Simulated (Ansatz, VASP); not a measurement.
# Two plane-wave programs on Pd

Contents of INCAR:

```
SYSTEM = Pd
AGGAC = 1.0
AGGAX = 1.0
ALDAC = 0.0
ALDAX = 1.0
ALGO = Normal
EDIFF = 1E-6
ENCUT = 500
GGA = B5
GGA_COMPAT = .FALSE.
ISIF = 2
ISMEAR = -1
ISPIN = 2
LASPH = .TRUE.
LCHARG = .FALSE.
LMAXMIX = 4
LORBIT = 11
LREAL = .FALSE.
LWAVE = .FALSE.
MAGMOM = 0.423 0.423
NBANDS = 21
NELM = 200
PREC = Accurate
SIGMA = 0.05
```

File KPOINTS:

```
k-points
0
G
  10 10 10
  0 0 0
```

The input POSCAR:

```
Pd
1.0
    0.0000000000      3.0419353017      3.0419353017
    3.0419353017      0.0000000000      3.0419353017
    3.0419353017      3.0419353017      0.0000000000
Pd
2
Direct
    0.1250000000      0.1250000000      0.1250000000
    0.8750000000      0.8750000000      0.8750000000
```

Input for Ansatz:

```yaml
crystal:
  lattice:
    - [0.0, 3.0419353017, 3.0419353017]
    - [3.0419353017, 0.0, 3.0419353017]
    - [3.0419353017, 3.0419353017, 0.0]
  atoms:
    - { symbol: Pd, position: [0.125, 0.125, 0.125], spin: 0.423 }
    - { symbol: Pd, position: [0.875, 0.875, 0.875], spin: 0.423 }
hamiltonian:
  xc: blyp
  pseudopotentials:
    kind: paw
    azcp:
      Pd: "pseudopotentials/Pd.paw.azcp"
basis:
  ecutwfc: 420
  fft_grid_basis: typed
kpoints:
  mp_grid: { grid: [10, 10, 10], shift: [0, 0, 0] }
magnetization:
  spin_polarized: true
scf:
  occupations: { method: fermi_dirac, width: 0.05 }
  lower_state_search: "off"
output:
  stress: true
```

Alike in both runs: task single point; functional BLYP; k mesh 10 × 10 × 10; occupations fermi-dirac, width 0.05 eV; collinear spin.

|  | VASP | Ansatz |
| --- | --- | --- |
| version | VASP 6.6.1 | Ansatz 0.2.0 |
| potentials or method | VASP PAW PBE potentials, release 64 (Pd), cutoff 500 eV | plane waves (420 eV) with PAW, scalar-relativistic |
| valence electrons in the cell | 20 | 36 |

Ansatz gave:

```
pressure (GPa)                                                : -3.5
net moment per atom (μB)                                      : 0.43
size of the moment on the site where the two differ most (μB) : 0.42
```

Question: Estimate VASP's values.

Answer: Pressure (GPa): -3.4; net moment per atom (μB): 0.43; size of the moment on the site where the two differ most (μB): 0.42.

VASP's potentials were made for PBE, not for BLYP. Site moments also hang on the region over which each program counts them. With one functional, cell and mesh, what is left measures potentials, basis and numerics. VASP's potentials hold 20 valence electrons a cell and Ansatz's 36, so a difference there can come from the potentials and not from the codes.
